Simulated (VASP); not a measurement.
Here is a VASP 6.6.1 calculation.

The input INCAR:

```
SYSTEM = Ta2H3
ALGO = Normal
EDIFF = 1E-6
EDIFFG = -0.04
ENCUT = 600
GGA = PE
IBRION = 2
ISIF = 3
ISMEAR = 0
LASPH = .TRUE.
LCHARG = .FALSE.
LREAL = .FALSE.
LWAVE = .FALSE.
NELM = 80
NSW = 90
PREC = Accurate
SIGMA = 0.1
```

File KPOINTS:

```
k-points
0
G
  6 6 6
  0 0 0
```

POSCAR

```
Ta2H3
1.0
    2.5536174078      1.4743316978      4.6479671605
   -2.5536174078      1.4743316978      4.6479671605
    0.0000000000     -2.9486633957      4.6479671605
Ta H
4 6
Direct
    0.8521800000      0.8521800000      0.8521800000
    0.6478200000      0.6478200000      0.6478200000
    0.1478200000      0.1478200000      0.1478200000
    0.3521800000      0.3521800000      0.3521800000
    0.0562500000      0.4437500000      0.7500000000
    0.7500000000      0.0562500000      0.4437500000
    0.4437500000      0.7500000000      0.0562500000
    0.9437500000      0.5562500000      0.2500000000
    0.2500000000      0.9437500000      0.5562500000
    0.5562500000      0.2500000000      0.9437500000
```

Potentials or basis: VASP PAW PBE potentials, release 64 (Ta_pv, H).

Command:

```bash
$ cat potpaw_PBE.64/Ta_pv/POTCAR potpaw_PBE.64/H/POTCAR > POTCAR
$ mpirun -np 1 vasp_std > vasp.out
```

Q: Predict the relaxed cell.

A: a = 4.955 Å, b = 4.955 Å, c = 4.955 Å, α = 60.73°, β = 60.73°, γ = 60.73°.

Q: Estimate the relaxed volume.

A: 8.74 Å³/atom.

Q: Estimate the space group after relaxing (to 0.1 Å).

A: R-3c (No. 167).

Stress tensor (GPa, compression positive):
```
 0.60  0.00  0.00
 0.00  0.60  0.00
 0.00  0.00 -0.03
```

Caveat: the volume moved by over 15 % at a fixed basis, so the end points are rough.
